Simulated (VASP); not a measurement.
A run of VASP 6.6.1 is set up as follows.

Contents of POSCAR:

```
Ru
1.0
    2.7058000000      0.0000000000      0.0000000000
   -1.3529000000      2.3432915400      0.0000000000
    0.0000000000      0.0000000000      4.2819000000
Ru
2
Direct
    0.3333333333      0.6666666667      0.2500000000
    0.6666666667      0.3333333333      0.7500000000
```

File INCAR.step1:

```
SYSTEM = Ru
PREC     = Accurate       ! precision mode
ENCUT    = 600            ! plane-wave cutoff, eV
ISMEAR   = -1             ! smearing method
SIGMA    = 0.1            ! smearing width, eV
LREAL    = .FALSE.        ! projectors in reciprocal space
LASPH    = .TRUE.         ! aspherical terms in the spheres
NELM     = 60             ! most SCF steps
GGA      = PE             ! functional
ALGO     = Normal         ! electronic algorithm
EDIFF    = 1E-4           ! SCF threshold, eV
LWAVE    = .TRUE.         ! write WAVECAR
LCHARG   = .FALSE.        ! write CHGCAR
```

File INCAR.step2:

```
SYSTEM = Ru
PREC     = Accurate       ! precision mode
ENCUT    = 600            ! plane-wave cutoff, eV
EDIFF    = 1E-6           ! SCF threshold, eV
ISMEAR   = -1             ! smearing method
SIGMA    = 0.1            ! smearing width, eV
LREAL    = .FALSE.        ! projectors in reciprocal space
LASPH    = .TRUE.         ! aspherical terms in the spheres
NELM     = 60             ! most SCF steps
ALGO     = Normal         ! electronic algorithm
ISIF     = 8              ! what is computed and relaxed
LWAVE    = .FALSE.        ! write WAVECAR
LCHARG   = .FALSE.        ! write CHGCAR
METAGGA  = R2SCAN         ! meta-GGA
LMIXTAU  = .TRUE.       
IBRION   = 2              ! ionic algorithm
NSW      = 50             ! ionic steps
EDIFFG   = -0.02          ! ionic threshold
ISTART   = 1
```

The input KPOINTS:

```
Automatic mesh
0
G
  9 9 5
  0 0 0
```

Potentials or basis: VASP PAW PBE potentials, release 64 (Ru_pv).

Launch:

```bash
$ cat potpaw_PBE.64/Ru_pv/POTCAR > POTCAR
$ cp INCAR.step1 INCAR
$ mpirun -np 1 vasp_std > vasp.out
$ cp INCAR.step2 INCAR
$ mpirun -np 1 vasp_std > vasp.out
```

Q: Estimate the relaxed volume.

A: 13.55 Å³/atom.

Q: What does it give for the space group after relaxing (to 0.1 Å)?

A: P6_3/mmc (No. 194).

Q: Estimate the band gap on the k mesh.

A: Zero (bands 14 and 15 overlap by 3.18 eV).

Step by step:
| step | energy change (eV) | largest force (eV/Å) | pressure (GPa) | volume (Å³) |
| --- | --- | --- | --- | --- |
| 1 | 0.0000 | 0.0000 | -0.59 | 27.15 |
| 2 | 0.0007 | 0.0000 | 1.86 | 26.95 |
| 3 | -0.0001 | 0.0000 | 0.00 | 27.10 |

Caveat: the PAW data sets were made with another functional, which shifts forces and pressure a little.
